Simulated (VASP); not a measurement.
# Br (Cmce) in VASP: single point with PBE

Aim: the single point of Br with PBE.

Everything below comes from runs of VASP 6.6.1. Logs are shortened: lines on timing, memory, paths and dates and some standing lists are left out, and cuts for length are marked.

## (1) The cell of the first run

It takes space group Cmce (No. 64, orthorhombic). Conventional cell: a = 8.631 Å, b = 4.260 Å, c = 8.723 Å, α = 90.00°, β = 90.00°, γ = 90.00°. Within 3.2 Å of Br (site symmetry m) lie 3 Br at 2.39 to 3.13 Å.

## (2) Single point, PBE

Input file INCAR:

```
SYSTEM = Br
PREC = Accurate
ENCUT = 520
EDIFF = 1E-6
ISMEAR = 0
SIGMA = 0.05
LREAL = .FALSE.
LASPH = .TRUE.
NELM = 100
ALGO = Normal
ISIF = 2
LWAVE = .FALSE.
LCHARG = .FALSE.
GGA = PE
NBANDS = 22
```

Input file KPOINTS:

```
regular mesh
0
G
  12 12 6
  0 0 0
```

Input file POSCAR:

```
Br
1.0
    4.3157020771     -2.1300070863      0.0000000000
    4.3157020771      2.1300070863      0.0000000000
    0.0000000000      0.0000000000      8.7230480182
Br
4
Direct
    0.8580209098      0.1419790902      0.1181938115
    0.1419790902      0.8580209098      0.8818061885
    0.3580209098      0.6419790902      0.3818061885
    0.6419790902      0.3580209098      0.6181938115
```

Potentials or basis: VASP PAW PBE potentials, release 64 (Br).

Started as:

```
$ cat potpaw_PBE.64/Br/POTCAR > POTCAR
$ mpirun -np 1 vasp_std > vasp.out
```

OUTCAR:

```text
SYSTEM = Br
   PREC = Accurate
   ENCUT = 520
   EDIFF = 1E-6
   ISMEAR = 0
   LREAL = .FALSE.
   LASPH = .TRUE.
   NELM = 100
   ISIF = 2
   GGA = PE

 ion  position               nearest neighbor table
   1  0.858  0.142  0.118-   2 2.39
   2  0.142  0.858  0.882-   1 2.39
   3  0.358  0.642  0.382-   4 2.39
   4  0.642  0.358  0.618-   3 2.39

  LATTYP: Found a base centered orthorhombic cell.
 ALAT       =     4.2600141726
 B/A-ratio  =     2.0261444691
 C/A-ratio  =     2.0476570417

  Lattice vectors:

 A1 = (  -4.3157020771,  -2.1300070863,   0.0000000000)
 A2 = (   4.3157020771,  -2.1300070863,   0.0000000000)
 A3 = (   0.0000000000,   0.0000000000,   8.7230480182)

Analysis of symmetry for initial positions (statically):
=====================================================================
 Subroutine PRICEL returns:
 Original cell was already a primitive cell.

 Routine SETGRP: Setting up the symmetry group for a
 base centered orthorhombic supercell.

 Subroutine GETGRP returns: Found  8 space group operations
 (whereof  4 operations were pure point group operations)
 out of a pool of  8 trial point group operations.

The static configuration has the point symmetry C_2h.
 The point group associated with its full space group is D_2h.

Analysis of symmetry for dynamics (positions and initial velocities):
=====================================================================
 Subroutine PRICEL returns:
 Original cell was already a primitive cell.

 Routine SETGRP: Setting up the symmetry group for a
 base centered orthorhombic supercell.

 Subroutine GETGRP returns: Found  8 space group operations
 (whereof  4 operations were pure point group operations)
 out of a pool of  8 trial point group operations.

The dynamic configuration has the point symmetry C_2h.
 The point group associated with its full space group is D_2h.

 Subroutine INISYM returns: Found  8 space group operations
 (whereof  4 operations are pure point group operations),
 and found     1 'primitive' translations

----------------------------------------------------------------------------------------

                                     Primitive cell

  volume of cell :     160.3728

  direct lattice vectors                    reciprocal lattice vectors
     4.315702077 -2.130007086  0.000000000     0.115856005 -0.234741003  0.000000000
     4.315702077  2.130007086  0.000000000     0.115856005  0.234741003  0.000000000
     0.000000000  0.000000000  8.723048018     0.000000000  0.000000000  0.114638828

  length of vectors
     4.812713850  4.812713850  8.723048018     0.261774621  0.261774621  0.114638828

  position of ions in fractional coordinates (direct lattice)
     0.858020910  0.141979090  0.118193811
     0.141979090  0.858020910  0.881806189
     0.358020910  0.641979090  0.381806189
     0.641979090  0.358020910  0.618193811

  ion indices of the primitive-cell ions
   primitive index   ion index
                 1           1
                 2           2
                 3           3
                 4           4

----------------------------------------------------------------------------------------

 KPOINTS: regular mesh

Automatic generation of k-mesh.
 Grid dimensions read from file:
 generate k-points for:   12   12    6

 Generating k-lattice:

  Cartesian coordinates                     Fractional coordinates (reciprocal lattice)
     0.009654667 -0.019561750  0.000000000     0.083333333  0.000000000  0.000000000
     0.009654667  0.019561750  0.000000000     0.000000000  0.083333333  0.000000000
     0.000000000  0.000000000  0.019106471     0.000000000  0.000000000  0.166666667

  Length of vectors
     0.021814552  0.021814552  0.019106471

  Shift w.r.t. Gamma in fractional coordinates (k-lattice)
     0.000000000  0.000000000  0.000000000

 Subroutine IBZKPT returns following result:
 ===========================================

 Found    172 irreducible k-points:

 Following reciprocal coordinates:
            Coordinates               Weight
  0.000000  0.000000  0.000000      1.000000
  0.083333 -0.000000  0.000000      4.000000
  0.166667  0.000000  0.000000      4.000000
  0.250000 -0.000000  0.000000      4.000000
  0.333333  0.000000  0.000000      4.000000
  0.416667 -0.000000  0.000000      4.000000
[... 16 lines left out ...]
  0.500000  0.166667  0.000000      4.000000
 -0.416667  0.166667  0.000000      4.000000
 [... further k-points ...]
   k-points           NKPTS =    172   k-points in BZ     NKDIM =    172   number of bands    NBANDS=     22
   number of dos      NEDOS =    301   number of ions     NIONS =      4
   total plane-waves  NPLWV =  90720
   dimension x,y,z NGX =    36 NGY =   36 NGZ =   70
   dimension x,y,z NGXF=    72 NGYF=   72 NGZF=  140
   ions per type =               4
   NGX,Y,Z   is equivalent  to a cutoff of  12.44, 12.44, 13.34 a.u.
   NGXF,Y,Z  is equivalent  to a cutoff of  24.87, 24.87, 26.68 a.u.
 SYSTEM =  Br
   PREC   = accura    normal or accurate (medium, high low for compatibility)
   ISTART =      0    job   : 0-new  1-cont  2-samecut
   ICHARG =      2    charge: 1-file 2-atom 10-const
   ISPIN  =      1    spin polarized calculation?
   LNONCOLLINEAR =      F non collinear calculations
   LSORBIT =      F    spin-orbit coupling
   LASPH  =      T    aspherical Exc in radial PAW
   ENCUT  =  520.0 eV  38.22 Ry    6.18 a.u.   8.95  8.95 16.22*2*pi/ulx,y,z
   NELM   =    100;   NELMIN=  2; NELMDL= -5     # of ELM steps
   EDIFF  = 0.1E-05   stopping-criterion for ELM
   LREAL  =      F    real-space projection
   EDIFFG = 0.1E-04   stopping-criterion for IOM
   NSW    =      0    number of steps for IOM
   IBRION =     -1    ionic relax: 0-MD 1-quasi-New 2-CG
   NFREE  =      0    steps in history (QN), initial steepest desc. (CG)
   ISIF   =      2    stress and relaxation
   ISYM   =      2    0-nonsym 1-usesym 2-fastsym
   POTIM  = 0.5000    time-step for ionic-motion
   TEBEG  =    0.0;   TEEND  =   0.0 temperature during run
   PSTRESS=    0.0 pullay stress
   NELECT =      28.0000    total number of electrons
   NUPDOWN=      -1.0000    fix difference up-down
   EMIN   =  10.00;   EMAX   =-10.00  energy-range for DOS
   EFERMI =   0.00;   METHOD = LEGACY
   ISMEAR =     0;   SIGMA  =   0.05  broadening in eV -4-tet -1-fermi 0-gaus
   EFERMI_NEDOS =   21; number of points for ismear=-14 and -15
   IALGO  =     38    algorithm
   IMIX   =      4    mixing-type and parameters
     AMIX     =   0.40;   BMIX     =  1.00
     AMIX_MAG =   1.60;   BMIX_MAG =  1.00
  volume/ion in A,a.u.               =      40.09       270.56
  Fermi-wavevector in a.u.,A,eV,Ry     =   0.914992  1.729084 11.390936  0.837210
  Thomas-Fermi vector in A             =   2.039682
   LORBIT       =      0    0 simple, 1 ext, 2 COOP (PROOUT), +10 PAW based schemes
   GGA     = PE    functional components
   LHFCALC =     F    Hartree Fock is set to
   AEXX    =    0.0000 exact exchange contribution
   IVDW    =     0    specifies the selected vdW correction
   LEPSILON=     F    determine dielectric tensor
   LRPA    =     F    only Hartree local field effects (RPA)
 non-spin polarized calculation
 Gauss-broadening in eV      SIGMA  =   0.05
  energy-cutoff  :      520.00
  volume of cell :      160.37
 maximum number of plane-waves:      4353
   NGX = 17   NGY = 17   NGZ = 33

 number of electron      28.0000002 magnetization

 Free energy of the ion-electron system (eV)
  ---------------------------------------------------
  ext. energy  EPLUGINS =         0.00000000
  ---------------------------------------------------
  free energy    TOTEN  =        -6.56932019 eV

  energy without entropy =       -6.56932019  energy(sigma->0) =       -6.56932019

 E-fermi :  -1.0484     XC(G=0):  -7.0452

 val. band max:       -1.2761814427   @ k =   0.0000   0.0000   0.0000
 cond. band min:       0.0780158021   @ k =   0.0833  -0.0000   0.0000
 fundamental gap:      1.3541972448
 Fermi energy:        -1.0484161536

 k-point     1 :       0.0000    0.0000    0.0000
  band No.  band energies     occupation
      1     -16.9125      2.00000
      2     -16.3767      2.00000
      3     -14.7637      2.00000
      4     -13.7802      2.00000
      5      -6.1496      2.00000
      6      -4.8899      2.00000
[... 14 lines left out ...]
     21       8.0520      0.00000
     22       8.0966      0.00000

 k-point     2 :       0.0833   -0.0000    0.0000
  band No.  band energies     occupation
      1     -16.8956      2.00000
      2     -16.3760      2.00000
      3     -14.7500      2.00000
      4     -13.8023      2.00000
      5      -6.1520      2.00000
      6      -4.9520      2.00000
[... 14 lines left out ...]
     21       8.1008      0.00000
     22       8.2217      0.00000

 k-point     3 :       0.1667    0.0000    0.0000
  band No.  band energies     occupation
      1     -16.8469      2.00000
      2     -16.3760      2.00000
      3     -14.7097      2.00000
      4     -13.8659      2.00000
      5      -6.1623      2.00000
      6      -5.1406      2.00000
[... 14 lines left out ...]
     21       7.7056      0.00000
     22       8.0883      0.00000
[... 476 lines left out ...]
 k-point    23 :       0.5000    0.1667    0.0000
  band No.  band energies     occupation
      1     -16.6710      2.00000
      2     -16.3985      2.00000
      3     -14.5480      2.00000
      4     -14.0858      2.00000
      5      -6.1878      2.00000
      6      -5.7312      2.00000
[... 14 lines left out ...]
     21       8.2629      0.00000
     22       8.7794      0.00000

 k-point    24 :      -0.4167    0.1667    0.0000
  band No.  band energies     occupation
      1     -16.5821      2.00000
      2     -16.4433      2.00000
      3     -14.4471      2.00000
      4     -14.2167      2.00000
      5      -6.1768      2.00000
      6      -5.9706      2.00000
[... 14 lines left out ...]
     21       8.6781      0.00000
     22       9.0061      0.00000

 [... further k-points ...]

------------------------ aborting loop because EDIFF is reached ----------------------------------------

  FORCE on cell =-STRESS in cart. coord.  units (eV):
  Direction    XX          YY          ZZ          XY          YZ          ZX
  --------------------------------------------------------------------------------------
  -------------------------------------------------------------------------------------
  Total        0.0085801      0.0282520      0.0088249      0.0000000     -0.0000000      0.0000000
  in kB        0.0857180      0.2822464      0.0881637      0.0000000     -0.0000000      0.0000000
  external PRESSURE =       0.1520427 kB  Pullay stress =       0.0000000 kB

 VOLUME and BASIS-vectors are now :
 -----------------------------------------------------------------------------
  energy-cutoff  :      520.00
  volume of cell :      160.37
      direct lattice vectors                 reciprocal lattice vectors
     4.315702077 -2.130007086  0.000000000     0.115856005 -0.234741003  0.000000000
     4.315702077  2.130007086  0.000000000     0.115856005  0.234741003  0.000000000
     0.000000000  0.000000000  8.723048018     0.000000000  0.000000000  0.114638828

 POSITION                                       TOTAL-FORCE (eV/Angst)
 -----------------------------------------------------------------------------------
      4.31570     -1.52517      1.03101         0.000000      0.001224      0.012456
      4.31570      1.52517      7.69204         0.000000     -0.001224     -0.012456
      4.31570      0.60483      3.33051         0.000000      0.001224     -0.012456
      4.31570     -0.60483      5.39253         0.000000     -0.001224      0.012456
 -----------------------------------------------------------------------------------
    total drift:                               -0.000000      0.000000      0.000000

  FREE ENERGIE OF THE ION-ELECTRON SYSTEM (eV)
  ---------------------------------------------------
  free  energy   TOTEN  =        -6.5693201894 eV

  energy  without entropy=       -6.5693201894  energy(sigma->0) =       -6.56932019
```

Wall time 5.2 min (1 thread of Intel Xeon Platinum 8488C (Sapphire Rapids), shared host); peak memory 0.58 GiB.

What came out:

| Item | Value |
| --- | --- |
| Free energy | -6.5693 eV |
| Pressure | 0.0 GPa |
| Largest force | 0.013 eV/Å |
| Band gap on the k mesh | 1.35 eV (least direct gap 1.36 eV) |

Forces on the atoms (eV/Å):
```
Br   0.000  0.001  0.012
Br   0.000 -0.001 -0.012
Br   0.000  0.001 -0.012
Br   0.000 -0.001  0.012
```

Caveat: this functional lacks dispersion, which holds the molecules together, so the pressure and a relaxed volume are unreliable.
